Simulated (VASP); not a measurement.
Here is a VASP 6.6.1 calculation.

The input INCAR:

```
SYSTEM = Bi
PREC = Accurate
ENCUT = 520
EDIFF = 1E-6
ISMEAR = -1
SIGMA = 0.05
LREAL = .False.
LASPH = .True.
NELM = 150
ALGO = Fast
ISIF = 2
LWAVE = .False.
LCHARG = .False.
MAGMOM = 0 0 0 0 0 0
LORBIT = 11
LSORBIT = .True.
GGA_COMPAT = .False.
LORBMOM = .True.
GGA = PS
NBANDS = 42
```

File KPOINTS:

```
Automatic mesh
0
Gamma
  8 8 4
  0 0 0
```

The input POSCAR:

```
Bi
1.0
    3.2383762460      0.0000000000      0.0000000000
    0.0000000000      3.2216433200      0.0000000000
   -0.0804548793      0.0000000000      6.4438887882
Bi
2
Direct
    0.5442472500      0.0000000000      0.7495778900
    0.4557527500      0.0000000000      0.2504221100
```

Potentials or basis: VASP PAW PBE potentials, release 64 (Bi_d).

Launch:

```bash
$ cat potpaw_PBE.64/Bi_d/POTCAR > POTCAR
$ mpirun -np 1 vasp_ncl > vasp.out
```

Question: What does it give for the net moment?

Answer: 0.00 μB per cell.

Question: What does it give for the largest force?

Answer: 0.007 eV/Å.

Question: Predict the pressure.

Answer: 0.5 GPa.

Stress tensor (GPa, compression positive):
```
 0.24  0.00 -0.11
 0.00  0.70  0.00
-0.11  0.00  0.45
```

Caveat: the PAW data sets were made with another functional, which shifts forces and pressure a little.
